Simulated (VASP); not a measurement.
A run of VASP 6.6.1 is set up as follows.

Contents of POSCAR:

```
Nb
1.0
    0.0000000000      2.0412333636      2.0412333636
    2.0412333636      0.0000000000      2.0412333636
    2.0412333636      2.0412333636      0.0000000000
Nb
1
Direct
    0.0000000000      0.0000000000      0.0000000000
```

File INCAR.step1:

```
SYSTEM = Nb
PREC     = Accurate       ! precision mode
ENCUT    = 520            ! plane-wave cutoff, eV
ISMEAR   = 0              ! smearing method
SIGMA    = 0.1            ! smearing width, eV
LREAL    = .False.        ! projectors in reciprocal space
LASPH    = .True.         ! aspherical terms in the spheres
NELM     = 60             ! most SCF steps
NBANDS   = 12             ! bands
GGA      = PE             ! functional
ALGO     = Normal         ! electronic algorithm
EDIFF    = 1E-4           ! SCF threshold, eV
LWAVE    = .True.         ! write WAVECAR
LCHARG   = .False.        ! write CHGCAR
```

The input INCAR.step2:

```
SYSTEM = Nb
PREC     = Accurate       ! precision mode
ENCUT    = 520            ! plane-wave cutoff, eV
EDIFF    = 1E-7           ! SCF threshold, eV
ISMEAR   = 0              ! smearing method
SIGMA    = 0.1            ! smearing width, eV
LREAL    = .False.        ! projectors in reciprocal space
LASPH    = .True.         ! aspherical terms in the spheres
NELM     = 60             ! most SCF steps
ALGO     = Normal         ! electronic algorithm
ISIF     = 2              ! what is computed and relaxed
LWAVE    = .False.        ! write WAVECAR
LCHARG   = .False.        ! write CHGCAR
METAGGA  = R2SCAN         ! meta-GGA
LMIXTAU  = .True.       
NBANDS   = 12             ! bands
ISTART   = 1
```

Contents of KPOINTS:

```
Automatic mesh
0
Gamma
  18 18 18
  0 0 0
```

Potentials or basis: VASP PAW PBE potentials, release 64 (Nb_sv).

Command:

```sh
$ cat potpaw_PBE.64/Nb_sv/POTCAR > POTCAR
$ cp INCAR.step1 INCAR
$ mpirun -np 1 vasp_std > vasp.out
$ cp INCAR.step2 INCAR
$ mpirun -np 1 vasp_std > vasp.out
```

(1) What does it give for the pressure?

## Answers

(1) 18.5 GPa.

Caveat: the PAW data sets were made with another functional, which shifts forces and pressure a little.
